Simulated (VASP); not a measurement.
# HW8C8 in VASP: single point with PBE

Aim: the single point of HW8C8 with PBE.

Program: VASP 6.6.1. These are calculated values, not measurements. Logs are shortened: lines on timing, memory, paths and dates and some standing lists are left out, and cuts for length are marked.

### 1 The cell of the first run

The cell holds a slab with vacuum, 17 atoms: a = 5.764 Å, b = 5.764 Å, c = 17.236 Å, α = 90.00°, β = 90.00°, γ = 120.00°.

### 2 Single point, PBE

Contents of INCAR:

```
SYSTEM = HW8C8
PREC     = Accurate       ! precision mode
ENCUT    = 1000           ! plane-wave cutoff, eV
EDIFF    = 1E-6           ! SCF threshold, eV
ISMEAR   = -1             ! smearing method
SIGMA    = 0.05           ! smearing width, eV
LREAL    = Auto         
LASPH    = .True.         ! aspherical terms in the spheres
NELM     = 120            ! most SCF steps
ALGO     = Normal         ! electronic algorithm
ISIF     = 2              ! what is computed and relaxed
LWAVE    = .False.        ! write WAVECAR
LCHARG   = .False.        ! write CHGCAR
GGA      = PE             ! functional
NBANDS   = 86             ! bands
GGA_COMPAT= .False.      
NELMDL   = -8
```

Contents of KPOINTS:

```
Automatic mesh
0
Gamma
  3 3 1
  0 0 0
```

Contents of POSCAR:

```
HW8C8
1.0
    5.7641400000      0.0000000000      0.0000000000
   -2.8820700000      4.9918920000      0.0000000000
    0.0000000000      0.0000000000     17.2358050000
W C H
8 8 1
Direct
    0.0000000000      0.0000000000      0.0580188000
    0.0002082414     -0.0005988090      0.2244881212
    0.0000000000      0.5000000000      0.0580188000
    0.0001791894      0.5004194744      0.2245264705
    0.5000000000      0.0000000000      0.0580188000
    0.4991155155     -0.0006049439      0.2244816320
    0.5000000000      0.5000000000      0.0580188000
    0.4998717135      0.4997851632      0.2246690476
    0.3333557775      0.1667321258      0.1346986374
    0.3316893610      0.1634531580      0.2898284926
    0.3333225321      0.6665240154      0.1347144257
    0.3317269019      0.6678137089      0.2898511839
    0.8332794267      0.1665901203      0.1357584402
    0.8329990951      0.1661270509      0.2969107912
    0.8331875840      0.6665212208      0.1347143120
    0.8359920965      0.6678051430      0.2898563854
    0.8322253506      1.1648525614      0.3602424063
```

Potentials or basis: VASP PAW PBE potentials, release 64 (W_sv, C_h, H_h).

Run with:

```
$ cat potpaw_PBE.64/W_sv/POTCAR potpaw_PBE.64/C_h/POTCAR potpaw_PBE.64/H_h/POTCAR > POTCAR
$ mpirun -np 1 vasp_std > vasp.out
```

OUTCAR:

```text
SYSTEM = HW8C8
   PREC = Accurate
   ENCUT = 1000
   EDIFF = 1E-6
   ISMEAR = -1
   LREAL = Auto
   LASPH = .True.
   NELM = 120
   ISIF = 2
   GGA = PE
   NELMDL = -8

 ion  position               nearest neighbor table
   1  0.000  0.000  0.058-   9 2.13  15 2.13  13 2.14   2 2.87   5 2.88   5 2.88   3 2.88   3 2.88
                             7 2.88   7 2.88
   2  0.000  0.999  0.224-  10 2.00  16 2.00  14 2.08  13 2.26  15 2.27   9 2.27   1 2.87   6 2.88
                             4 2.88   8 2.88   8 2.88   4 2.89   6 2.89
   3  0.000  0.500  0.058-  11 2.13  15 2.13  13 2.14   4 2.87   7 2.88   7 2.88   5 2.88   1 2.88
                             1 2.88   5 2.88
   4  0.000  0.500  0.225-  12 2.00  16 2.00  14 2.08  13 2.26  15 2.27  11 2.27   3 2.87   6 2.88
                             2 2.88   8 2.88   8 2.88   2 2.89   6 2.89
   5  0.500  0.000  0.058-   9 2.13  11 2.13  13 2.14   6 2.87   1 2.88   1 2.88   3 2.88   7 2.88
                             7 2.88   3 2.88
   6  0.499  0.999  0.224-  10 2.00  12 2.00  14 2.08  13 2.26  11 2.27   9 2.27   5 2.87   2 2.88
                             4 2.88   8 2.88   8 2.88   4 2.89   2 2.89
   7  0.500  0.500  0.058-  15 2.12  11 2.12   9 2.12   8 2.87   3 2.88   3 2.88   5 2.88   5 2.88
                             1 2.88   1 2.88
   8  0.500  0.500  0.225-  16 2.02  12 2.02  10 2.02   9 2.27  11 2.27  15 2.27   7 2.87   2 2.88
                             6 2.88   4 2.88   4 2.88   6 2.88   2 2.88
   9  0.333  0.167  0.135-   7 2.12   1 2.13   5 2.13   6 2.27   2 2.27   8 2.27
  10  0.332  0.163  0.290-   2 2.00   6 2.00   8 2.02
  11  0.333  0.667  0.135-   7 2.12   3 2.13   5 2.13   6 2.27   4 2.27   8 2.27
  12  0.332  0.668  0.290-   4 2.00   6 2.00   8 2.02
  13  0.833  0.167  0.136-   5 2.14   1 2.14   3 2.14   4 2.26   2 2.26   6 2.26
  14  0.833  0.166  0.297-  17 1.09   6 2.08   2 2.08   4 2.08
  15  0.833  0.667  0.135-   7 2.12   3 2.13   1 2.13   2 2.27   4 2.27   8 2.27
  16  0.836  0.668  0.290-   4 2.00   2 2.00   8 2.02
  17  0.832  0.165  0.360-  14 1.09

  LATTYP: Found a hexagonal cell.
 ALAT       =     5.7641400000
 C/A-ratio  =     2.9901780665

  Lattice vectors:

 A1 = (   5.7641400000,   0.0000000000,   0.0000000000)
 A2 = (  -2.8820700000,   4.9918920000,   0.0000000000)
 A3 = (   0.0000000000,   0.0000000000,  17.2358050000)

Analysis of symmetry for initial positions (statically):
=====================================================================
 Subroutine PRICEL returns:
 Original cell was already a primitive cell.

 Routine SETGRP: Setting up the symmetry group for a
 hexagonal supercell.

 Subroutine GETGRP returns: Found  1 space group operations
 (whereof  1 operations were pure point group operations)
 out of a pool of 24 trial point group operations.

The static configuration has the point symmetry C_1 .

Analysis of symmetry for dynamics (positions and initial velocities):
=====================================================================
 Subroutine PRICEL returns:
 Original cell was already a primitive cell.

 Routine SETGRP: Setting up the symmetry group for a
 hexagonal supercell.

 Subroutine GETGRP returns: Found  1 space group operations
 (whereof  1 operations were pure point group operations)
 out of a pool of 24 trial point group operations.

The dynamic configuration has the point symmetry C_1 .

 Subroutine INISYM returns: Found  1 space group operations
 (whereof  1 operations are pure point group operations),
 and found     1 'primitive' translations

----------------------------------------------------------------------------------------

                                     Primitive cell

  volume of cell :     495.9424

  direct lattice vectors                    reciprocal lattice vectors
     5.764140000  0.000000000  0.000000000     0.173486418  0.100162423  0.000000000
    -2.882070000  4.991892000  0.000000000     0.000000000  0.200324847  0.000000000
     0.000000000  0.000000000 17.235805000     0.000000000  0.000000000  0.058018758

  length of vectors
     5.764140000  5.764140285 17.235805000     0.200324857  0.200324847  0.058018758

  position of ions in fractional coordinates (direct lattice)
     0.000000000  0.000000000  0.058018800
     0.000208241  0.999401191  0.224488121
     0.000000000  0.500000000  0.058018800
     0.000179189  0.500419474  0.224526471
     0.500000000  0.000000000  0.058018800
     0.499115516  0.999395056  0.224481632
[... 9 lines left out ...]
     0.835992097  0.667805143  0.289856385
     0.832225351  0.164852561  0.360242406

  ion indices of the primitive-cell ions
   primitive index   ion index
                 1           1
                 2           2
                 3           3
                 4           4
                 5           5
                 6           6
[... 9 lines left out ...]
                16          16
                17          17

----------------------------------------------------------------------------------------

 KPOINTS: Automatic mesh

Automatic generation of k-mesh.
 Grid dimensions read from file:
 generate k-points for:    3    3    1

 Generating k-lattice:

  Cartesian coordinates                     Fractional coordinates (reciprocal lattice)
     0.057828806  0.033387474  0.000000000     0.333333333  0.000000000  0.000000000
     0.000000000  0.066774949  0.000000000     0.000000000  0.333333333  0.000000000
     0.000000000  0.000000000  0.058018758     0.000000000  0.000000000  1.000000000

  Length of vectors
     0.066774952  0.066774949  0.058018758

  Shift w.r.t. Gamma in fractional coordinates (k-lattice)
     0.000000000  0.000000000  0.000000000

 Subroutine IBZKPT returns following result:
 ===========================================

 Found      5 irreducible k-points:

 Following reciprocal coordinates:
            Coordinates               Weight
  0.000000  0.000000  0.000000      1.000000
  0.333333  0.000000  0.000000      2.000000
  0.000000  0.333333  0.000000      2.000000
 -0.333333  0.333333  0.000000      2.000000
  0.333333  0.333333  0.000000      2.000000
   k-points           NKPTS =      5   k-points in BZ     NKDIM =      5   number of bands    NBANDS=     86
   number of dos      NEDOS =    301   number of ions     NIONS =     17
   total plane-waves  NPLWV = 648000
   dimension x,y,z NGX =    60 NGY =   60 NGZ =  180
   dimension x,y,z NGXF=   120 NGYF=  120 NGZF=  360
   ions per type =               8   8   1
   NGX,Y,Z   is equivalent  to a cutoff of  17.30, 17.30, 17.36 a.u.
   NGXF,Y,Z  is equivalent  to a cutoff of  34.61, 34.61, 34.72 a.u.
 SYSTEM =  HW8C8
   PREC   = accura    normal or accurate (medium, high low for compatibility)
   ISTART =      0    job   : 0-new  1-cont  2-samecut
   ICHARG =      2    charge: 1-file 2-atom 10-const
   ISPIN  =      1    spin polarized calculation?
   LNONCOLLINEAR =      F non collinear calculations
   LSORBIT =      F    spin-orbit coupling
   LASPH  =      T    aspherical Exc in radial PAW
   ENCUT  = 1000.0 eV  73.50 Ry    8.57 a.u.  14.86 14.86 44.44*2*pi/ulx,y,z
   NELM   =    120;   NELMIN=  2; NELMDL= -8     # of ELM steps
   EDIFF  = 0.1E-05   stopping-criterion for ELM
   LREAL  =      T    real-space projection
   EDIFFG = 0.1E-04   stopping-criterion for IOM
   NSW    =      0    number of steps for IOM
[... 5 lines left out ...]
   TEBEG  =    0.0;   TEEND  =   0.0 temperature during run
   PSTRESS=    0.0 pullay stress
   NELECT =     145.0000    total number of electrons
   NUPDOWN=      -1.0000    fix difference up-down
   EMIN   =  10.00;   EMAX   =-10.00  energy-range for DOS
   EFERMI =   0.00;   METHOD = LEGACY
   ISMEAR =    -1;   SIGMA  =   0.05  broadening in eV -4-tet -1-fermi 0-gaus
   EFERMI_NEDOS =   21; number of points for ismear=-14 and -15
   IALGO  =     38    algorithm
   IMIX   =      4    mixing-type and parameters
     AMIX     =   0.40;   BMIX     =  1.00
     AMIX_MAG =   1.60;   BMIX_MAG =  1.00
  volume/ion in A,a.u.               =      29.17       196.87
  Fermi-wavevector in a.u.,A,eV,Ry     =   1.086560  2.053301 16.063212  1.180613
  Thomas-Fermi vector in A             =   2.222700
   LORBIT       =      0    0 simple, 1 ext, 2 COOP (PROOUT), +10 PAW based schemes
   GGA     = PE    functional components
   LHFCALC =     F    Hartree Fock is set to
   AEXX    =    0.0000 exact exchange contribution
   IVDW    =     0    specifies the selected vdW correction
   LEPSILON=     F    determine dielectric tensor
   LRPA    =     F    only Hartree local field effects (RPA)
 non-spin polarized calculation
  energy-cutoff  :     1000.00
  volume of cell :      495.94
 maximum number of plane-waves:     35601
   NGX = 29   NGY = 29   NGZ = 89

 number of electron     145.0000001 magnetization

 Free energy of the ion-electron system (eV)
  ---------------------------------------------------
  ext. energy  EPLUGINS =         0.00000000
  ---------------------------------------------------
  free energy    TOTEN  =      -167.27828157 eV

  energy without entropy =     -167.25878451  energy(sigma->0) =     -167.26853304

 E-fermi :   0.3023     XC(G=0):  -5.8274

 val. band max:        0.1823886046   @ k =   0.3333   0.0000   0.0000
 cond. band min:       0.7349527789   @ k =   0.0000   0.3333   0.0000
 fundamental gap:      0.5525641743
 Fermi energy:         0.3022529548

 k-point     1 :       0.0000    0.0000    0.0000
  band No.  band energies     occupation
      1     -73.4913      2.00000
      2     -73.4696      2.00000
      3     -73.4163      2.00000
      4     -73.4124      2.00000
      5     -73.4121      2.00000
      6     -73.4019      2.00000
[... 76 lines left out ...]
     83       3.0763      0.00000
     84       3.8600      0.00000

 k-point     2 :       0.3333    0.0000    0.0000
  band No.  band energies     occupation
      1     -73.4828      2.00000
      2     -73.4558      2.00000
      3     -73.4269      2.00000
      4     -73.4125      2.00000
      5     -73.4123      2.00000
      6     -73.4046      2.00000
[... 250 lines left out ...]
     83       2.7003      0.00000
     84       3.2793      0.00000

 k-point     5 :       0.3333    0.3333    0.0000
  band No.  band energies     occupation
      1     -73.4783      2.00000
      2     -73.4360      2.00000
      3     -73.4357      2.00000
      4     -73.4299      2.00000
      5     -73.4031      2.00000
      6     -73.3994      2.00000
[... 76 lines left out ...]
     83       2.8137      0.00000
     84       3.0498      0.00000
 [bands above 84 left out]

------------------------ aborting loop because EDIFF is reached ----------------------------------------

  FORCE on cell =-STRESS in cart. coord.  units (eV):
  Direction    XX          YY          ZZ          XY          YZ          ZX
  --------------------------------------------------------------------------------------
  -------------------------------------------------------------------------------------
  Total       13.5138444     13.4507783      0.8667612      0.0045581      0.0836812      0.0121132
  in kB       43.6574359     43.4536963      2.8001337      0.0147254      0.2703381      0.0391326
  external PRESSURE =      29.9704219 kB  Pullay stress =       0.0000000 kB

 VOLUME and BASIS-vectors are now :
 -----------------------------------------------------------------------------
  energy-cutoff  :     1000.00
  volume of cell :      495.94
      direct lattice vectors                 reciprocal lattice vectors
     5.764140000  0.000000000  0.000000000     0.173486418  0.100162423  0.000000000
    -2.882070000  4.991892000  0.000000000     0.000000000  0.200324847  0.000000000
     0.000000000  0.000000000 17.235805000     0.000000000  0.000000000  0.058018758

 POSITION                                       TOTAL-FORCE (eV/Angst)
 -----------------------------------------------------------------------------------
      0.00000      0.00000      1.00000        -0.108019      0.056848     -0.035522
     -2.87914      4.98890      3.86923        -0.010335      0.006034     -0.005992
     -1.44104      2.49595      1.00000        -0.000566     -0.128624     -0.030890
     -1.44121      2.49804      3.86989        -0.000191     -0.011972     -0.004063
      2.88207      0.00000      1.00000         0.106462      0.056755     -0.036594
     -0.00335      4.98887      3.86912         0.011536      0.006162     -0.005857
[... 9 lines left out ...]
      2.89411      3.33361      4.99591         0.003640      0.002067      0.067281
      4.32195      0.82293      6.20907         0.001399      0.012098     -0.019955
 -----------------------------------------------------------------------------------
    total drift:                                0.000763      0.004028      0.054792

  FREE ENERGIE OF THE ION-ELECTRON SYSTEM (eV)
  ---------------------------------------------------
  free  energy   TOTEN  =      -167.2782815675 eV

  energy  without entropy=     -167.2587845143  energy(sigma->0) =     -167.26853304
```

Wall time 52 min (1 thread of Intel Xeon Platinum 8259CL at 2.50GHz (Skylake/Cascade Lake), shared host); peak memory 1.4 GiB.

Results:

| Item | Value |
| --- | --- |
| Free energy | -167.2783 eV |
| Largest force | 0.132 eV/Å |
| Band gap on the k mesh | zero (an odd number of electrons rules out a gap without spin polarisation) |

Forces in eV/Å, atoms in the order of the input:
```
W   -0.108  0.057 -0.036
W   -0.010  0.006 -0.006
W   -0.001 -0.129 -0.031
W    0.000 -0.012 -0.004
W    0.106  0.057 -0.037
W    0.012  0.006 -0.006
W   -0.001 -0.004 -0.122
W   -0.001  0.003 -0.014
C    0.000  0.001 -0.001
C    0.000 -0.002  0.068
C    0.002 -0.001 -0.001
C   -0.003  0.002  0.068
C    0.000 -0.001  0.015
C    0.000  0.003  0.059
C   -0.002  0.000  0.000
C    0.004  0.002  0.067
H    0.001  0.012 -0.020
```

Caveat: the k points lie up to 0.42 Å⁻¹ apart, too coarse for converged energies and pressures of a metal; there is no dipole correction, which matters where the two faces differ; spin-orbit coupling is left out, which moves the levels of the heavy elements; an odd number of electrons without spin polarisation forces a metal; a magnetic or distorted state may lie lower.

The gap in the log of VASP goes by the Fermi energy; the results here count the filled bands.